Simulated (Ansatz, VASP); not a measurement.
# AlN: VASP beside Ansatz

INCAR

```
  PREC = Accurate
  ENCUT = 520
  EDIFF = 1E-7
  ISMEAR = 0
  SIGMA = 0.01
  LREAL = False
  LASPH = True
  NELM = 100
  ALGO = Normal
  ISIF = 2
  LWAVE = False
  LCHARG = True
  GGA = PE
  LELF = True
  LVHAR = True
  NBANDS = 26
```

Contents of KPOINTS:

```
regular mesh
0
Gamma
  12 12 4
```

The input POSCAR:

```
AlN
1.0
    3.0971629948      0.0000000000      0.0000000000
   -1.5485814974      2.6822218332      0.0000000000
    0.0000000000      0.0000000000     10.0339431351
Al N
4 4
Direct
    0.0000000000      0.0000000000     -0.0012654044
    0.3333333333      0.6666666667      0.2498392886
    0.0000000000      0.0000000000      0.4987345956
    0.6666666667      0.3333333333      0.7498392886
    0.0000000000      0.0000000000      0.1882105911
    0.3333333333      0.6666666667      0.4382155246
    0.0000000000      0.0000000000      0.6882105911
    0.6666666667      0.3333333333      0.9382155246
```

Input for Ansatz:

```yaml
crystal:
  lattice:
    - [3.0971629948, 0.0, 0.0]
    - [-1.5485814974, 2.6822218332, 0.0]
    - [0.0, 0.0, 10.0339431351]
  atoms:
    - { symbol: Al, position: [0.0, 0.0, -0.0012654044] }
    - { symbol: Al, position: [0.3333333333, 0.6666666667, 0.2498392886] }
    - { symbol: Al, position: [0.0, 0.0, 0.4987345956] }
    - { symbol: Al, position: [0.6666666667, 0.3333333333, 0.7498392886] }
    - { symbol: "N", position: [0.0, 0.0, 0.1882105911] }
    - { symbol: "N", position: [0.3333333333, 0.6666666667, 0.4382155246] }
    - { symbol: "N", position: [0.0, 0.0, 0.6882105911] }
    - { symbol: "N", position: [0.6666666667, 0.3333333333, 0.9382155246] }
kpoints:
  mp_grid: { grid: [12, 12, 4] }
  band_path:
    path:
      - [0.0, 0.0, 0.0]
      - [0.5, 0.0, 0.0]
      - [0.3333333333, 0.3333333333, 0.0]
      - [0.0, 0.0, 0.5]
      - [0.5, 0.0, 0.5]
      - [0.3333333333, 0.3333333333, 0.5]
      - [0.0, 0.5, 0.0]
    npoints: 1
hamiltonian:
  xc: pbe
scf:
  occupations: { method: fixed }
  n_extra_bands: 6
output:
  forces: true
  stress: true
  eigenvalues: true
```

Alike in both runs: task single point; functional PBE; k mesh 12 × 12 × 4; no spin polarisation.

```csv
,VASP,Ansatz
version,VASP 6.6.1,Ansatz 0.2.0
potentials or method,"VASP PAW PBE potentials, release 64 (Al, N)","plane waves, PAW"
plane-wave cutoff (eV),520,420
occupations,"gaussian, width 0.01 eV",fixed
valence electrons in the cell,32,32
```

```tsv
	VASP	Ansatz	Ansatz less VASP
gap on the k mesh at the Fermi level (eV)	4.04	4.04	+0.005
pressure (GPa)	4.4	4.6	+0.26
traceless stress, the component that is largest in VASP (GPa)	-0.05	-0.07	-0.020
```
